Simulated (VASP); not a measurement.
Wanted: the native input for a VASP 6.6.1 run.

* Task: single point
* Functional: BLYP
* Potentials or basis: VASP PAW PBE potentials, release 64 (Ca_sv)
* Cutoff: 520 eV
* k mesh: 16 × 16 × 16
* Occupations: fermi-dirac, width 0.1 eV
* Spin: no spin polarisation
* Dipole correction: no
* Further INCAR settings: ALGO = Normal; EDIFF = 1e-06; NBANDS = 11

The structure of Ca lies in POSCAR:

```
Ca
1.0
    0.0000000000      2.7709016401      2.7709016401
    2.7709016401      0.0000000000      2.7709016401
    2.7709016401      2.7709016401      0.0000000000
Ca
1
Direct
    0.0000000000      0.0000000000      0.0000000000
```

The input as run:

INCAR

```
PREC = Accurate
ENCUT = 520
EDIFF = 1E-6
ISMEAR = -1
SIGMA = 0.1
LREAL = F
LASPH = T
NELM = 60
ALGO = Normal
ISIF = 2
LWAVE = F
LCHARG = T
GGA = B5
ALDAX = 1.0
AGGAX = 1.0
AGGAC = 1.0
ALDAC = 0.0
LELF = T
LVHAR = T
NBANDS = 11
```

KPOINTS

```
regular mesh
0
Gamma
  16 16 16
```

Potentials or basis: VASP PAW PBE potentials, release 64 (Ca_sv).

Command:

```sh
$ cat potpaw_PBE.64/Ca_sv/POTCAR > POTCAR
$ mpirun -np 1 vasp_std > vasp.out
```

It gave:

```
Pressure               : 0.0 GPa
Band gap on the k mesh : zero (band 5 reaches 2.52 eV, above the bottom of band 6 at 2.29 eV)
```

Caveat: the PAW data sets were made with another functional, which shifts forces and pressure a little.

Wall time 66 s on 1 thread of Intel Xeon 6975P-C (shared host), peak memory 0.21 GiB.
